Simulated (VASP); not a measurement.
A run of VASP 6.6.1 is set up as follows.

POSCAR

```
Mg
1.0
   -1.7773617138      1.7773617138      1.7773617138
    1.7773617138     -1.7773617138      1.7773617138
    1.7773617138      1.7773617138     -1.7773617138
Mg
1
Direct
    0.0000000000      0.0000000000      0.0000000000
```

The input INCAR.step1:

```
PREC     = Accurate       # precision mode
ENCUT    = 660            # plane-wave cutoff, eV
ISMEAR   = -1             # smearing method
SIGMA    = 0.1            # smearing width, eV
LREAL    = F              # projectors in reciprocal space
LASPH    = T              # aspherical terms in the spheres
NELM     = 120            # most SCF steps
NBANDS   = 7              # bands
GGA      = PE             # functional
ALGO     = Normal         # electronic algorithm
EDIFF    = 1E-5           # SCF threshold, eV
LWAVE    = T              # write WAVECAR
LCHARG   = F              # write CHGCAR
GGA_COMPAT= F
```

The input INCAR.step2:

```
PREC     = Accurate       # precision mode
ENCUT    = 660            # plane-wave cutoff, eV
EDIFF    = 1E-6           # SCF threshold, eV
ISMEAR   = -1             # smearing method
SIGMA    = 0.1            # smearing width, eV
LREAL    = F              # projectors in reciprocal space
LASPH    = T              # aspherical terms in the spheres
NELM     = 120            # most SCF steps
ALGO     = Normal         # electronic algorithm
ISIF     = 2              # what is computed and relaxed
LWAVE    = F              # write WAVECAR
LCHARG   = F              # write CHGCAR
METAGGA  = R2SCAN         # meta-GGA
LMIXTAU  = T            
NBANDS   = 7              # bands
ISTART   = 1            
GGA_COMPAT= F
```

The input KPOINTS:

```
regular mesh
0
Gamma
  7 7 7
```

Potentials or basis: VASP PAW PBE potentials, release 64 (Mg).

Run with:

```sh
$ cat potpaw_PBE.64/Mg/POTCAR > POTCAR
$ cp INCAR.step1 INCAR
$ mpirun -np 1 vasp_std > vasp.out
$ cp INCAR.step2 INCAR
$ mpirun -np 1 vasp_std > vasp.out
```

(1) Predict the band gap on the k mesh.

(2) Predict the pressure.

Answers

(1) zero (band 1 reaches 4.30 eV, above the bottom of band 2 at 2.28 eV).

(2) -0.2 GPa.

Caveat: the PAW data sets were made with another functional, which shifts forces and pressure a little.
